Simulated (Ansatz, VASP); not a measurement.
One calculation of In, two programs

```xyz
1
Lattice="-1.6482 1.6973 2.5250 1.6973 -1.6482 2.5250 1.6044 1.6044 -2.4927" Properties=species:S:1:pos:R:3 pbc="T T T"
In    0.0000    0.0000    0.0000
```

Alike in both runs: task single point; functional PBE; k mesh 11 × 11 × 14; occupations gaussian, width 0.1 eV; no spin polarisation.

```csv
,VASP,Ansatz
version,VASP 6.6.1,Ansatz 0.2.0
potentials or method,"VASP PAW PBE potentials, release 64 (In_d), cutoff 520 eV","plane waves (420 eV) with PAW, scalar-relativistic"
valence electrons in the cell,13,13
```

|  | VASP | Ansatz | Ansatz less VASP |
| --- | --- | --- | --- |
| pressure (GPa) | 0.0 | 0.0 | +0.04 |
| traceless stress, the component that is largest in VASP (GPa) | -0.26 | -0.26 | -0.001 |

With one functional, cell and mesh, what is left measures potentials, basis and numerics.
